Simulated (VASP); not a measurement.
Write the native input for VASP 6.6.1 that does the following.

| Item | Value |
| --- | --- |
| Task | single point |
| Functional | BLYP |
| Potentials or basis | VASP PAW PBE potentials, release 64 (B) |
| Cutoff | 520 eV |
| k mesh | 23 × 23 × 2 |
| Occupations | fermi-dirac, width 0.1 eV |
| Spin | no spin polarisation |
| Dipole correction | no |
| Further INCAR settings | ALGO = Normal; EDIFF = 1e-06; NBANDS = 14 |

The structure of B lies in POSCAR:

```
B
1.0
    1.7170304989      0.0000000000      0.0000000000
   -0.8585152494      1.4869920311      0.0000000000
    0.0000000000      0.0000000000     21.3120548611
B
4
Direct
    0.0000000000      1.0000000000      0.0000000000
    0.0000000000      1.0000000000      0.5000000000
    0.3333333333      0.6666666667      0.2500000000
    0.6666666667      0.3333333333      0.7500000000
```

One way to write it, as run:

INCAR

```
SYSTEM = B
PREC = Accurate ; ENCUT = 520
EDIFF = 1E-6 ; ISMEAR = -1
SIGMA = 0.1 ; LREAL = .FALSE.
LASPH = .TRUE. ; NELM = 60
ALGO = Normal ; ISIF = 2
LWAVE = .FALSE. ; LCHARG = .FALSE.
GGA = B5 ; ALDAX = 1.0
AGGAX = 1.0 ; AGGAC = 1.0
ALDAC = 0.0 ; NBANDS = 14
```

KPOINTS

```
Automatic mesh
0
G
  23 23 2
  0 0 0
```

Potentials or basis: VASP PAW PBE potentials, release 64 (B).

Command:

```sh
$ cat potpaw_PBE.64/B/POTCAR > POTCAR
$ mpirun -np 1 vasp_std > vasp.out
```

It gave:

The pressure is -1.1 GPa. The band gap on the k mesh is zero (band 6 reaches 6.15 eV, above the bottom of band 7 at -4.75 eV).

Caveat: the PAW data sets were made with another functional, which shifts forces and pressure a little; this functional lacks dispersion, which binds the layers, so the pressure and a relaxed spacing across them are unreliable.

Wall time 56 s on 1 thread of AMD EPYC 9R45 96-Core Processor (Zen 5) (shared host), peak memory 0.18 GiB.
